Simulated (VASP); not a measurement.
Runs of VASP 6.6.1 on Pt. The structure is that of space group Im-3m (No. 229), or close to it. The cells are those of the table. 

| cell | gap on the mesh (eV) | pressure (GPa) |
| --- | --- | --- |
| a = 2.676, b = 2.676, c = 2.813 Å, angles 109.5, 109.5, 107.4°, 1 atom | none | -4.0 |
| a = 2.665, b = 2.665, c = 2.825 Å, angles 109.5, 109.5, 107.0°, 1 atom | none | (a) |
| a = 2.790, b = 2.790, c = 2.698 Å, angles 109.5, 109.5, 110.8°, 1 atom | none | -5.1 |
| a = 2.721, b = 2.721, c = 2.767 Å, angles 109.5, 109.5, 108.8°, 1 atom | none | -5.8 |

Alike in all rows: task single point; level r2SCAN; potentials or basis VASP PAW PBE potentials, release 64 (Pt); no spin polarisation; k mesh 22 × 22 × 22; cutoff (eV) 520; smearing gaussian 0.15 eV.

Question: Fill in the values left out.

Answer: (a) -3.3.

Caveats: the cell stands under tension; the PAW data sets were made with another functional, which shifts forces and pressure a little; spin-orbit coupling is left out, which moves the levels of the heavy elements.

A k mesh can miss the band edges, and the runs leave out spin-orbit coupling on Pt.

A gap of «none» marks levels without a gap at the run's occupations.
